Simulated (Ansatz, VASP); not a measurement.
# PbS in VASP and in Ansatz

```xyz
2
Lattice="1.9642 1.1340 3.4509 -1.9642 1.1340 3.4509 0.0000 -2.2680 3.4509" Properties=species:S:1:pos:R:3 pbc="T T T"
Pb    0.0000    0.0000   10.1264
S     0.0000    0.0000    4.9429
```

Alike in both runs: task single point; functional r2SCAN; k mesh 9 × 9 × 9; occupations gaussian, width 0.05 eV; no spin polarisation.

|  | VASP | Ansatz |
| --- | --- | --- |
| version | VASP 6.6.1 | Ansatz 0.2.0 |
| potentials or method | VASP PAW PBE potentials, release 64 (Pb_d, S), cutoff 520 eV | scalar-relativistic, plane waves, PAW |
| valence electrons in the cell | 20 | 20 |

VASP gave:

```
pressure (GPa)                                                : 11.1
traceless stress, the component that is largest in VASP (GPa) : -1.86
rms of the force components (eV/Å)                            : 0.006
```

Task: Estimate Ansatz's values.

Result: Pressure (GPa): 11.1; traceless stress, the component that is largest in VASP (GPa): -1.85; rms of the force components (eV/Å): 0.006.

VASP's potentials were made for PBE, not for r2SCAN. Atom by atom the forces differ by 0.000 eV/Å (rms over components).

Spin-orbit coupling is off throughout.
